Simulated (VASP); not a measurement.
## GaN: single point with PBE0

Crystal: GaN.

```
Ga N
1.0
     6.43724    0.00000    0.00000
    -3.21862    5.57482    0.00000
     0.00000    0.00000   10.48707
Ga N
16 16
Direct
  0.33333 0.16667 0.24957
  0.16667 0.33333 0.49957
  0.33333 0.16667 0.74957
  0.16667 0.33333 0.99957
  0.33333 0.66667 0.24957
  0.16667 0.83333 0.49957
  0.33333 0.66667 0.74957
  0.16667 0.83333 0.99957
  0.83333 0.16667 0.24957
  0.66667 0.33333 0.49957
  0.83333 0.16667 0.74957
  0.66667 0.33333 0.99957
  0.83333 0.66667 0.24957
  0.66667 0.83333 0.49957
  0.83333 0.66667 0.74957
  0.66667 0.83333 0.99957
  0.33333 0.16667 0.43793
  0.16667 0.33333 0.18793
  0.33333 0.16667 0.93793
  0.16667 0.33333 0.68793
  0.33333 0.66667 0.43793
  0.16667 0.83333 0.18793
  0.33333 0.66667 0.93793
  0.16667 0.83333 0.68793
  0.83333 0.16667 0.43793
  0.66667 0.33333 0.18793
  0.83333 0.16667 0.93793
  0.66667 0.33333 0.68793
  0.83333 0.66667 0.43793
  0.66667 0.83333 0.18793
  0.83333 0.66667 0.93793
  0.66667 0.83333 0.68793
```

```yaml
Program: VASP 6.6.1
Task: single point
Functional: PBE0
Potentials_or_basis: VASP PAW PBE potentials, release 64 (Ga_d, N)
Cutoff: 520 eV
k_mesh: 1 × 1 × 1
Occupations: gaussian, width 0.01 eV
Spin: no spin polarisation
Dipole_correction: no
Grid_for_exact_exchange_PRECFOCK: Fast
Further_INCAR_settings: LREAL = Auto; ALGO = Normal; EDIFF = 1e-06; NBANDS = 166
Share_of_exact_exchange: 0.25
```

The pressure is -5.4 GPa. The largest force is 0.130 eV/Å and the band gap on the k mesh is 3.74 eV.

Forces on the atoms (eV/Å):
```
Ga   0.000  0.000  0.130
Ga   0.000  0.000  0.130
Ga   0.000  0.000  0.130
Ga   0.000  0.000  0.130
Ga   0.000  0.000  0.130
Ga   0.000  0.000  0.130
Ga   0.000  0.000  0.130
Ga   0.000  0.000  0.130
Ga   0.000  0.000  0.130
Ga   0.000  0.000  0.130
Ga   0.000  0.000  0.130
Ga   0.000  0.000  0.130
Ga   0.000  0.000  0.130
Ga   0.000  0.000  0.130
Ga   0.000  0.000  0.130
Ga   0.000  0.000  0.130
N    0.000  0.000 -0.130
N    0.000  0.000 -0.130
N    0.000  0.000 -0.130
N    0.000  0.000 -0.130
N    0.000  0.000 -0.130
N    0.000  0.000 -0.130
N    0.000  0.000 -0.130
N    0.000  0.000 -0.130
N    0.000  0.000 -0.130
N    0.000  0.000 -0.130
N    0.000  0.000 -0.130
N    0.000  0.000 -0.130
N    0.000  0.000 -0.130
N    0.000  0.000 -0.130
N    0.000  0.000 -0.130
N    0.000  0.000 -0.130
```

Stress tensor (GPa, compression positive):
```
 -1.69   0.00   0.00
  0.00  -1.69   0.00
  0.00   0.00 -12.78
```

Levels at points of the mesh, in eV from the valence-band top:
```
           k point  band 140  band 141  band 142  band 143  band 144  band 145  band 146  band 147  band 148  band 149
(0.00, 0.00, 0.00)     -0.78     -0.78     -0.21     -0.21      0.00      3.74      6.20      6.20      6.20      6.20
```

Wall time 14 min on 1 thread of Oxide Virtual Turin-like Processor (shared host), peak memory 0.45 GiB.

Caveat: the k points lie up to 1.13 Å⁻¹ apart; the PAW data sets were made with another functional, which shifts forces and pressure a little. A k mesh can miss the band edges.
